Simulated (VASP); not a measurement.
# Zr3O (P6_322) in VASP: a series of runs

Zr3O is run at these levels: r2SCAN; tasks: single point.

Everything below comes from runs of VASP 6.6.1. Logs are shortened: lines on timing, memory, paths and dates and some standing lists are left out, and cuts for length are marked.

## Step 1: The cell of the first run

The structure is hexagonal, space group P6_322 (No. 182). The conventional cell has a = 5.536 Å, b = 5.536 Å, c = 5.094 Å, α = 90.00°, β = 90.00°, γ = 120.00°. Within 3.3 Å of Zr (site symmetry 2) lie 2 O at 2.23 Å and 12 Zr at 3.12 to 3.24 Å. Within 3.0 Å of O (site symmetry 32) lie 6 Zr at 2.23 Å.

## Step 2: Single point, r2SCAN

POSCAR reads:

```
Zr3O
1.0
    5.5363434813      0.0000000000      0.0000000000
   -2.7681717406      4.7946140989      0.0000000000
    0.0000000000      0.0000000000      5.0939846800
Zr O
6 2
Direct
    0.3379363785      0.0000000000      0.0000000000
    0.3379363785      0.3379363785      0.5000000000
    0.0000000000      0.3379363785      0.0000000000
    0.6620636215      0.0000000000      0.5000000000
    0.6620636215      0.6620636215      0.0000000000
    0.0000000000      0.6620636215      0.5000000000
    0.3333333333      0.6666666667      0.2500000000
    0.6666666667      0.3333333333      0.7500000000
```

INCAR.step1 reads:

```
PREC = Accurate
ENCUT = 520
ISMEAR = -1
SIGMA = 0.1
LREAL = F
LASPH = T
NELM = 100
NBANDS = 52
GGA = PE
ALGO = Normal
EDIFF = 1E-4
LWAVE = T
LCHARG = F
```

INCAR.step2 reads:

```
PREC = Accurate
ENCUT = 520
EDIFF = 1E-6
ISMEAR = -1
SIGMA = 0.1
LREAL = F
LASPH = T
NELM = 100
ALGO = Normal
ISIF = 2
LWAVE = F
LCHARG = F
METAGGA = R2SCAN
LMIXTAU = T
NBANDS = 52
ISTART = 1
```

KPOINTS reads:

```
Automatic mesh
0
Gamma
  7 7 7
```

Potentials or basis: VASP PAW PBE potentials, release 64 (Zr_sv, O).

Command:

```console
$ cat potpaw_PBE.64/Zr_sv/POTCAR potpaw_PBE.64/O/POTCAR > POTCAR
$ cp INCAR.step1 INCAR
$ mpirun -np 1 vasp_std > vasp.out
$ cp INCAR.step2 INCAR
$ mpirun -np 1 vasp_std > vasp.out
```

OUTCAR:

```text
PREC = Accurate
   ENCUT = 520
   EDIFF = 1E-6
   ISMEAR = -1
   LREAL = F
   LASPH = T
   NELM = 100
   ISIF = 2
   METAGGA = R2SCAN
   ISTART = 1

 ion  position               nearest neighbor table
   1  0.338  0.000  0.000-   7 2.23   8 2.23   4 3.12   4 3.12   2 3.16   2 3.16   6 3.16   6 3.16
                             5 3.17   5 3.17   3 3.17   3 3.17   3 3.24   5 3.24
   2  0.338  0.338  0.500-   7 2.23   8 2.23   5 3.12   5 3.12   1 3.16   1 3.16   3 3.16   3 3.16
                             4 3.17   6 3.17   4 3.17   6 3.17   6 3.24   4 3.24
   3  0.000  0.338  0.000-   8 2.23   7 2.23   6 3.12   6 3.12   2 3.16   2 3.16   4 3.16   4 3.16
                             5 3.17   1 3.17   5 3.17   1 3.17   1 3.24   5 3.24
   4  0.662  0.000  0.500-   8 2.23   7 2.23   1 3.12   1 3.12   5 3.16   5 3.16   3 3.16   3 3.16
                             2 3.17   2 3.17   6 3.17   6 3.17   6 3.24   2 3.24
   5  0.662  0.662  0.000-   8 2.23   7 2.23   2 3.12   2 3.12   4 3.16   4 3.16   6 3.16   6 3.16
                             1 3.17   3 3.17   1 3.17   3 3.17   3 3.24   1 3.24
   6  0.000  0.662  0.500-   7 2.23   8 2.23   3 3.12   3 3.12   5 3.16   5 3.16   1 3.16   1 3.16
                             2 3.17   4 3.17   2 3.17   4 3.17   4 3.24   2 3.24
   7  0.333  0.667  0.250-   1 2.23   6 2.23   4 2.23   3 2.23   2 2.23   5 2.23
   8  0.667  0.333  0.750-   4 2.23   3 2.23   1 2.23   6 2.23   5 2.23   2 2.23

  LATTYP: Found a hexagonal cell.
 ALAT       =     5.5363434813
 C/A-ratio  =     0.9200991046

  Lattice vectors:

 A1 = (   5.5363434813,   0.0000000000,   0.0000000000)
 A2 = (  -2.7681717406,   4.7946140989,   0.0000000000)
 A3 = (   0.0000000000,   0.0000000000,   5.0939846800)

Analysis of symmetry for initial positions (statically):
=====================================================================
 Subroutine PRICEL returns:
 Original cell was already a primitive cell.

 Routine SETGRP: Setting up the symmetry group for a
 hexagonal supercell.

 Subroutine GETGRP returns: Found 12 space group operations
 (whereof  6 operations were pure point group operations)
 out of a pool of 24 trial point group operations.

The static configuration has the point symmetry D_3 .
 The point group associated with its full space group is D_6 .

Analysis of symmetry for dynamics (positions and initial velocities):
=====================================================================
 Subroutine PRICEL returns:
 Original cell was already a primitive cell.

 Routine SETGRP: Setting up the symmetry group for a
 hexagonal supercell.

 Subroutine GETGRP returns: Found 12 space group operations
 (whereof  6 operations were pure point group operations)
 out of a pool of 24 trial point group operations.

The dynamic configuration has the point symmetry D_3 .
 The point group associated with its full space group is D_6 .

 Subroutine INISYM returns: Found 12 space group operations
 (whereof  6 operations are pure point group operations),
 and found     1 'primitive' translations

----------------------------------------------------------------------------------------

                                     Primitive cell

  volume of cell :     135.2179

  direct lattice vectors                    reciprocal lattice vectors
     5.536343481  0.000000000  0.000000000     0.180624631  0.104283679  0.000000000
    -2.768171741  4.794614099  0.000000000     0.000000000  0.208567359  0.000000000
     0.000000000  0.000000000  5.093984680     0.000000000  0.000000000  0.196309974

  length of vectors
     5.536343481  5.536343481  5.093984680     0.208567359  0.208567359  0.196309974

  position of ions in fractional coordinates (direct lattice)
     0.337936378  0.000000000  0.000000000
     0.337936378  0.337936378  0.500000000
     0.000000000  0.337936378  0.000000000
     0.662063622  0.000000000  0.500000000
     0.662063622  0.662063622  0.000000000
     0.000000000  0.662063622  0.500000000
     0.333333333  0.666666667  0.250000000
     0.666666667  0.333333333  0.750000000

  ion indices of the primitive-cell ions
   primitive index   ion index
                 1           1
                 2           2
                 3           3
                 4           4
                 5           5
                 6           6
                 7           7
                 8           8

----------------------------------------------------------------------------------------

 KPOINTS: Automatic mesh

Automatic generation of k-mesh.
 Grid dimensions read from file:
 generate k-points for:    7    7    7

 Generating k-lattice:

  Cartesian coordinates                     Fractional coordinates (reciprocal lattice)
     0.025803519  0.014897668  0.000000000     0.142857143  0.000000000  0.000000000
     0.000000000  0.029795337  0.000000000     0.000000000  0.142857143  0.000000000
     0.000000000  0.000000000  0.028044282     0.000000000  0.000000000  0.142857143

  Length of vectors
     0.029795337  0.029795337  0.028044282

  Shift w.r.t. Gamma in fractional coordinates (k-lattice)
     0.000000000  0.000000000  0.000000000

 Subroutine IBZKPT returns following result:
 ===========================================

 Found     32 irreducible k-points:

 Following reciprocal coordinates:
            Coordinates               Weight
  0.000000  0.000000  0.000000      1.000000
  0.142857  0.000000  0.000000      6.000000
  0.285714 -0.000000  0.000000      6.000000
  0.428571  0.000000  0.000000      6.000000
  0.142857  0.142857  0.000000      6.000000
  0.285714  0.142857  0.000000     12.000000
[... 16 lines left out ...]
  0.428571  0.142857  0.285714     12.000000
  0.285714  0.285714  0.285714     12.000000
 [... further k-points ...]
   k-points           NKPTS =     32   k-points in BZ     NKDIM =     32   number of bands    NBANDS=     52
   number of dos      NEDOS =    301   number of ions     NIONS =      8
   total plane-waves  NPLWV =  70560
   dimension x,y,z NGX =    42 NGY =   42 NGZ =   40
   dimension x,y,z NGXF=    84 NGYF=   84 NGZF=   80
   ions per type =               6   2
   NGX,Y,Z   is equivalent  to a cutoff of  12.61, 12.61, 13.05 a.u.
   NGXF,Y,Z  is equivalent  to a cutoff of  25.22, 25.22, 26.11 a.u.
 SYSTEM =  unknown system
   PREC   = accura    normal or accurate (medium, high low for compatibility)
   ISTART =      1    job   : 0-new  1-cont  2-samecut
   ICHARG =      0    charge: 1-file 2-atom 10-const
   ISPIN  =      1    spin polarized calculation?
   LNONCOLLINEAR =      F non collinear calculations
   LSORBIT =      F    spin-orbit coupling
   LASPH  =      T    aspherical Exc in radial PAW
   ENCUT  =  520.0 eV  38.22 Ry    6.18 a.u.  10.29 10.29  9.47*2*pi/ulx,y,z
   NELM   =    100;   NELMIN=  2; NELMDL=  0     # of ELM steps
   EDIFF  = 0.1E-05   stopping-criterion for ELM
   LREAL  =      F    real-space projection
   EDIFFG = 0.1E-04   stopping-criterion for IOM
   NSW    =      0    number of steps for IOM
   IBRION =     -1    ionic relax: 0-MD 1-quasi-New 2-CG
   NFREE  =      0    steps in history (QN), initial steepest desc. (CG)
   ISIF   =      2    stress and relaxation
   ISYM   =      2    0-nonsym 1-usesym 2-fastsym
   POTIM  = 0.5000    time-step for ionic-motion
   TEBEG  =    0.0;   TEEND  =   0.0 temperature during run
   PSTRESS=    0.0 pullay stress
   NELECT =      84.0000    total number of electrons
   NUPDOWN=      -1.0000    fix difference up-down
   EMIN   =  10.00;   EMAX   =-10.00  energy-range for DOS
   EFERMI =   0.00;   METHOD = LEGACY
   ISMEAR =    -1;   SIGMA  =   0.10  broadening in eV -4-tet -1-fermi 0-gaus
   EFERMI_NEDOS =   21; number of points for ismear=-14 and -15
   IALGO  =     38    algorithm
   IMIX   =      4    mixing-type and parameters
     AMIX     =   0.40;   BMIX     =  1.00
     AMIX_MAG =   1.60;   BMIX_MAG =  1.00
  volume/ion in A,a.u.               =      16.90       114.06
  Fermi-wavevector in a.u.,A,eV,Ry     =   1.396872  2.639705 26.548371  1.951250
  Thomas-Fermi vector in A             =   2.520183
   LORBIT       =      0    0 simple, 1 ext, 2 COOP (PROOUT), +10 PAW based schemes
   METAGGA = R2SCAN    functional components
   LHFCALC =     F    Hartree Fock is set to
   AEXX    =    0.0000 exact exchange contribution
   IVDW    =     0    specifies the selected vdW correction
   LEPSILON=     F    determine dielectric tensor
   LRPA    =     F    only Hartree local field effects (RPA)
 non-spin polarized calculation
  energy-cutoff  :      520.00
  volume of cell :      135.22
 maximum number of plane-waves:      3659
 NGX is ok and might be reduce to    42
   NGX = 21   NGY = 21   NGZ = 19

 number of electron      83.9999995 magnetization

 Free energy of the ion-electron system (eV)
  ---------------------------------------------------
  ext. energy  EPLUGINS =         0.00000000
  ---------------------------------------------------
  free energy    TOTEN  =      -160.55629372 eV

  energy without entropy =     -160.40156199  energy(sigma->0) =     -160.47892785

 E-fermi :  10.3231     XC(G=0): -12.6485

 val. band max:       10.3081342169   @ k =   0.1429   0.0000   0.4286
 cond. band min:      10.3264981155   @ k =   0.2857   0.1429   0.4286
 fundamental gap:      0.0183638986
 Fermi energy:        10.3231219300

 k-point     1 :       0.0000    0.0000    0.0000
  band No.  band energies     occupation
      1     -40.1997      2.00000
      2     -39.9980      2.00000
      3     -39.9802      2.00000
      4     -39.9802      2.00000
      5     -39.9671      2.00000
      6     -39.9671      2.00000
[... 44 lines left out ...]
     51      13.3519      0.00000
     52      13.3650      0.00000

 k-point     2 :       0.1429    0.0000    0.0000
  band No.  band energies     occupation
      1     -40.1897      2.00000
      2     -39.9975      2.00000
      3     -39.9942      2.00000
      4     -39.9924      2.00000
      5     -39.9603      2.00000
      6     -39.9586      2.00000
[... 1202 lines left out ...]
 k-point    24 :       0.2857    0.2857    0.2857
  band No.  band energies     occupation
      1     -40.0758      2.00000
      2     -40.0455      2.00000
      3     -40.0339      2.00000
      4     -39.9904      2.00000
      5     -39.9779      2.00000
      6     -39.9719      2.00000
[... 44 lines left out ...]
     51      13.6562      0.00000
     52      13.8812      0.00000

 [... further k-points ...]

------------------------ aborting loop because EDIFF is reached ----------------------------------------

  FORCE on cell =-STRESS in cart. coord.  units (eV):
  Direction    XX          YY          ZZ          XY          YZ          ZX
  --------------------------------------------------------------------------------------
  -------------------------------------------------------------------------------------
  Total        8.2735000      8.2735000      8.3466156      0.0000000      0.0000000      0.0000000
  in kB       98.0314747     98.0314747     98.8978101      0.0000000      0.0000000      0.0000000
  external PRESSURE =      98.3202532 kB  Pullay stress =       0.0000000 kB

 VOLUME and BASIS-vectors are now :
 -----------------------------------------------------------------------------
  energy-cutoff  :      520.00
  volume of cell :      135.22
      direct lattice vectors                 reciprocal lattice vectors
     5.536343481  0.000000000  0.000000000     0.180624631  0.104283679  0.000000000
    -2.768171741  4.794614099  0.000000000     0.000000000  0.208567359  0.000000000
     0.000000000  0.000000000  5.093984680     0.000000000  0.000000000  0.196309974

 POSITION                                       TOTAL-FORCE (eV/Angst)
 -----------------------------------------------------------------------------------
      1.87093      0.00000      0.00000        -0.014187      0.000000     -0.000000
      0.93547      1.62027      2.54699        -0.007093     -0.012286     -0.000000
     -0.93547      1.62027      0.00000         0.007093     -0.012286     -0.000000
      3.66541      0.00000      2.54699         0.014187      0.000000      0.000000
      1.83271      3.17434      0.00000         0.007093      0.012286      0.000000
     -1.83271      3.17434      2.54699        -0.007093      0.012286     -0.000000
     -0.00000      3.19641      1.27350         0.000000      0.000000      0.000000
      2.76817      1.59820      3.82049         0.000000      0.000000      0.000000
 -----------------------------------------------------------------------------------
    total drift:                               -0.000001      0.000000     -0.000000

  FREE ENERGIE OF THE ION-ELECTRON SYSTEM (eV)
  ---------------------------------------------------
  free  energy   TOTEN  =      -160.5562937188 eV

  energy  without entropy=     -160.4015619854  energy(sigma->0) =     -160.47892785
```

It took 21 min on 1 thread of Oxide Virtual Turin-like, shared host; peak memory 0.34 GiB.

What came out:

* Free energy: -160.5563 eV
* Pressure: 9.8 GPa
* Largest force: 0.014 eV/Å
* Band gap on the k mesh: zero (bands 42 and 43 overlap by 0.81 eV)

Forces in eV/Å, atoms in the order of the input:
```
Zr  -0.014  0.000  0.000
Zr  -0.007 -0.012  0.000
Zr   0.007 -0.012  0.000
Zr   0.014  0.000  0.000
Zr   0.007  0.012  0.000
Zr  -0.007  0.012  0.000
O    0.000  0.000  0.000
O    0.000  0.000  0.000
```

Stress tensor (GPa, compression positive):
```
9.80 0.00 0.00
0.00 9.80 0.00
0.00 0.00 9.89
```

Caveat: the cell stands under pressure; the PAW data sets were made with another functional, which shifts forces and pressure a little.

(Continued in part 2 of 2.)
